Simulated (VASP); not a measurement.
# Re (P6_3/mmc) in VASP: single point with PBE

Aim: the single point of Re with PBE.

All numbers are computed with VASP 6.6.1; they aren't measurements. Logs are shortened: lines on timing, memory, paths and dates and some standing lists are left out, and cuts for length are marked.

### Step 1. The cell of the first run

Symmetry: P6_3/mmc, No. 194, hexagonal system. Conventional cell: a = 2.760 Å, b = 2.760 Å, c = 4.457 Å, α = 90.00°, β = 90.00°, γ = 120.00°. Re (site symmetry -6m2) has 12 Re at 2.74 to 2.76 Å within 3.6 Å.

### Step 2. Single point, PBE

INCAR

```
SYSTEM = Re
  ALGO = Normal
  EDIFF = 1E-6
  ENCUT = 600
  GGA = PE
  GGA_COMPAT = .False.
  ISIF = 2
  ISMEAR = 0
  LASPH = .True.
  LCHARG = .False.
  LREAL = .False.
  LWAVE = .False.
  NBANDS = 14
  NELM = 120
  PREC = Accurate
  SIGMA = 0.1
```

KPOINTS

```
k-points
0
Gamma
  9 9 4
  0 0 0
```

POSCAR

```
Re
1.0
    2.7599992390      0.0000000000      0.0000000000
   -1.3799996195      2.3902294553      0.0000000000
    0.0000000000      0.0000000000      4.4573987709
Re
2
Direct
    0.3333333333      0.6666666667      0.7500000000
    0.6666666667      0.3333333333      0.2500000000
```

Potentials or basis: VASP PAW PBE potentials, release 64 (Re).

Run with:

```bash
> cat potpaw_PBE.64/Re/POTCAR > POTCAR
> mpirun -np 1 vasp_std > vasp.out
```

OUTCAR:

```text
SYSTEM = Re
   EDIFF = 1E-6
   ENCUT = 600
   GGA = PE
   ISIF = 2
   ISMEAR = 0
   LASPH = .True.
   LREAL = .False.
   NELM = 120
   PREC = Accurate

 ion  position               nearest neighbor table
   1  0.333  0.667  0.750-   2 2.74   2 2.74   2 2.74   2 2.74   2 2.74   2 2.74
   2  0.667  0.333  0.250-   1 2.74   1 2.74   1 2.74   1 2.74   1 2.74   1 2.74

  LATTYP: Found a hexagonal cell.
 ALAT       =     2.7599992390
 C/A-ratio  =     1.6150000000

  Lattice vectors:

 A1 = (   2.7599992390,   0.0000000000,   0.0000000000)
 A2 = (  -1.3799996195,   2.3902294553,   0.0000000000)
 A3 = (   0.0000000000,   0.0000000000,   4.4573987709)

Analysis of symmetry for initial positions (statically):
=====================================================================
 Subroutine PRICEL returns:
 Original cell was already a primitive cell.

 Routine SETGRP: Setting up the symmetry group for a
 hexagonal supercell.

 Subroutine GETGRP returns: Found 24 space group operations
 (whereof 12 operations were pure point group operations)
 out of a pool of 24 trial point group operations.

The static configuration has the point symmetry D_3d.
 The point group associated with its full space group is D_6h.

Analysis of symmetry for dynamics (positions and initial velocities):
=====================================================================
 Subroutine PRICEL returns:
 Original cell was already a primitive cell.

 Routine SETGRP: Setting up the symmetry group for a
 hexagonal supercell.

 Subroutine GETGRP returns: Found 24 space group operations
 (whereof 12 operations were pure point group operations)
 out of a pool of 24 trial point group operations.

The dynamic configuration has the point symmetry D_3d.
 The point group associated with its full space group is D_6h.

 Subroutine INISYM returns: Found 24 space group operations
 (whereof 12 operations are pure point group operations),
 and found     1 'primitive' translations

----------------------------------------------------------------------------------------

                                     Primitive cell

  volume of cell :      29.4056

  direct lattice vectors                    reciprocal lattice vectors
     2.759999239  0.000000000  0.000000000     0.362318940  0.209184938  0.000000000
    -1.379999619  2.390229455  0.000000000     0.000000000  0.418369876  0.000000000
     0.000000000  0.000000000  4.457398771     0.000000000  0.000000000  0.224346093

  length of vectors
     2.759999239  2.759999239  4.457398771     0.418369876  0.418369876  0.224346093
[... 93 lines left out ...]
   NUPDOWN=      -1.0000    fix difference up-down
   EMIN   =  10.00;   EMAX   =-10.00  energy-range for DOS
   EFERMI =   0.00;   METHOD = LEGACY
   ISMEAR =     0;   SIGMA  =   0.10  broadening in eV -4-tet -1-fermi 0-gaus
   EFERMI_NEDOS =   21; number of points for ismear=-14 and -15
   IALGO  =     38    algorithm
   IMIX   =      4    mixing-type and parameters
     AMIX     =   0.40;   BMIX     =  1.00
     AMIX_MAG =   1.60;   BMIX_MAG =  1.00
  volume/ion in A,a.u.               =      14.70        99.22
  Fermi-wavevector in a.u.,A,eV,Ry     =   1.278324  2.415681 22.233435  1.634111
  Thomas-Fermi vector in A             =   2.410873
   LORBIT       =      0    0 simple, 1 ext, 2 COOP (PROOUT), +10 PAW based schemes
   GGA     = PE    functional components
   LHFCALC =     F    Hartree Fock is set to
   AEXX    =    0.0000 exact exchange contribution
   IVDW    =     0    specifies the selected vdW correction
   LEPSILON=     F    determine dielectric tensor
   LRPA    =     F    only Hartree local field effects (RPA)
 non-spin polarized calculation
 Gauss-broadening in eV      SIGMA  =   0.10
  energy-cutoff  :      600.00
  volume of cell :       29.41
 maximum number of plane-waves:      1002
 NGX is ok and might be reduce to    24
   NGX = 11   NGY = 11   NGZ = 17

 number of electron      14.0000000 magnetization

 Free energy of the ion-electron system (eV)
  ---------------------------------------------------
  ext. energy  EPLUGINS =         0.00000000
  ---------------------------------------------------
  free energy    TOTEN  =       -24.84459352 eV

  energy without entropy =      -24.83616567  energy(sigma->0) =      -24.84037959

 E-fermi :   7.9241     XC(G=0): -13.7326

 val. band max:        7.9024148459   @ k =   0.1111   0.1111   0.0000
 cond. band min:       7.9520536680   @ k =   0.1111  -0.0000   0.0000
 fundamental gap:      0.0496388221
 Fermi energy:         7.9240779907

 k-point     1 :       0.0000    0.0000    0.0000
  band No.  band energies     occupation
      1      -1.9779      2.00000
      2       1.2670      2.00000
      3       6.3181      2.00000
      4       6.3181      2.00000
      5       6.3195      2.00000
      6       7.1562      2.00000
      7       7.1562      2.00000
      8       8.0911      0.01816
      9       8.0911      0.01816
     10       8.5128      0.00000
     11      11.2707      0.00000
     12      11.2707      0.00000
     13      17.9278      0.00000
     14      22.0396      0.00000
[... 377 lines left out ...]
      1       3.1689      2.00000
      2       3.5961      2.00000
      3       3.5961      2.00000
      4       4.5395      2.00000
      5       5.7387      2.00000
      6       5.7387      2.00000
      7       7.7369      1.99187
      8       9.7221      0.00000
      9      11.1897      0.00000
     10      11.1897      0.00000
     11      15.3251      0.00000
     12      15.3251      0.00000
     13      18.1346      0.00000
     14      21.0976      0.00000

 [... further k-points ...]

------------------------ aborting loop because EDIFF is reached ----------------------------------------

  FORCE on cell =-STRESS in cart. coord.  units (eV):
  Direction    XX          YY          ZZ          XY          YZ          ZX
  --------------------------------------------------------------------------------------
  -------------------------------------------------------------------------------------
  Total        1.1059100      1.1059100      1.0358736      0.0000000     -0.0000000     -0.0000000
  in kB       60.2560021     60.2560021     56.4400382      0.0000000     -0.0000000     -0.0000000
  external PRESSURE =      58.9840141 kB  Pullay stress =       0.0000000 kB

 VOLUME and BASIS-vectors are now :
 -----------------------------------------------------------------------------
  energy-cutoff  :      600.00
  volume of cell :       29.41
      direct lattice vectors                 reciprocal lattice vectors
     2.759999239  0.000000000  0.000000000     0.362318940  0.209184938  0.000000000
    -1.379999619  2.390229455  0.000000000     0.000000000  0.418369876  0.000000000
     0.000000000  0.000000000  4.457398771     0.000000000  0.000000000  0.224346093

 POSITION                                       TOTAL-FORCE (eV/Angst)
 -----------------------------------------------------------------------------------
     -0.00000      1.59349      3.34305         0.000000      0.000000      0.000000
      1.38000      0.79674      1.11435         0.000000     -0.000000      0.000000
 -----------------------------------------------------------------------------------
    total drift:                               -0.000000      0.000000     -0.000000

  FREE ENERGIE OF THE ION-ELECTRON SYSTEM (eV)
  ---------------------------------------------------
  free  energy   TOTEN  =       -24.8445935204 eV

  energy  without entropy=      -24.8361656681  energy(sigma->0) =      -24.84037959
```

stdout:

```text
POSCAR found type information on POSCAR Re
 POSCAR found :  1 types and       2 ions
 scaLAPACK will be used
 LDA part: xc-table for (Slater+PW92), standard interpolation
 POSCAR, INCAR and KPOINTS ok, starting setup
 FFT: planning ... GRIDC
 FFT: planning ... GRID_SOFT
 FFT: planning ... GRID
 WAVECAR not read
 entering main loop
```

Wall time 18 s (1 thread of Intel Xeon Platinum 8259CL at 2.50GHz (Skylake/Cascade Lake), shared host); peak memory 0.16 GiB.

Results:

| Item | Value |
| --- | --- |
| Free energy | -24.8446 eV |
| Pressure | 5.9 GPa |
| Band gap on the k mesh | zero (band 7 reaches 9.02 eV, above the bottom of band 8 at 6.19 eV) |

Caveat: spin-orbit coupling is left out, which moves the levels of the heavy elements.
